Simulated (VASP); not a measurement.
A run of VASP 6.6.1:

INCAR

```
SYSTEM = Cu
PREC = Accurate
ENCUT = 520
EDIFF = 1E-7
ISMEAR = -1
SIGMA = 0.15
LREAL = .FALSE.
LASPH = .TRUE.
NELM = 150
ALGO = Normal
ISIF = 2
LWAVE = .FALSE.
LCHARG = .FALSE.
LNONCOLLINEAR = .TRUE.
MAGMOM = 0 0 0
LORBIT = 11
LSORBIT = .TRUE.
GGA_COMPAT = .FALSE.
LORBMOM = .TRUE.
LMAXMIX = 4
GGA = PE
NBANDS = 22
```

KPOINTS

```
regular mesh
0
G
  4 4 4
  0 0 0
```

POSCAR

```
Cu
1.0
    0.0000000000      1.8171000000      1.8171000000
    1.8171000000      0.0000000000      1.8171000000
    1.8171000000      1.8171000000      0.0000000000
Cu
1
Direct
    0.0000000000      0.0000000000      0.0000000000
```

Potentials or basis: VASP PAW PBE potentials, release 64 (Cu).

Command:

```sh
$ cat potpaw_PBE.64/Cu/POTCAR > POTCAR
$ mpirun -np 1 vasp_ncl > vasp.out
```

Hardware: 1 thread of Intel Xeon 8259CL, on a shared host.

How long does it take, and how much memory?

Wall time 16 s on 1 thread of Intel Xeon 8259CL, with other jobs on the host, peak memory 0.12 GiB. Counts: scf iterations 14, k points 8.
